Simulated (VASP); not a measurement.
The system is Os.

```
CELL_PARAMETERS angstrom
2.69715 0.00000 0.00000
-1.34857 2.33580 0.00000
0.00000 0.00000 4.26132
ATOMIC_POSITIONS crystal
Os 0.66667 0.33333 0.75000
Os 0.33333 0.66667 0.25000
```

Base run:

| Property | Result |
| --- | --- |
| Program | VASP 6.6.1 |
| Functional | PBEsol |
| Dispersion | D3(BJ) |
| Potentials or basis | VASP PAW PBE potentials, release 64 (Os) |
| Cutoff | 520 eV |
| k mesh | 11 × 11 × 6 |
| Occupations | fermi-dirac, width 0.05 eV |
| Spin | no spin polarisation |

Its results: band gap on the k mesh zero (band 8 reaches 12.20 eV, above the bottom of band 9 at 8.04 eV); pressure 8.9 GPa.

Q: The run is repeated on the same cell with these changes: functional from PBEsol to r2SCAN. What comes out?

A: Band gap on the k mesh zero (band 8 reaches 12.24 eV, above the bottom of band 9 at 7.91 eV); pressure 18.3 GPa.

Caveats: the PAW data sets were made with another functional, which shifts forces and pressure a little; spin-orbit coupling is left out, which moves the levels of the heavy elements; pairwise dispersion overbinds metals, which lowers pressure and volume.
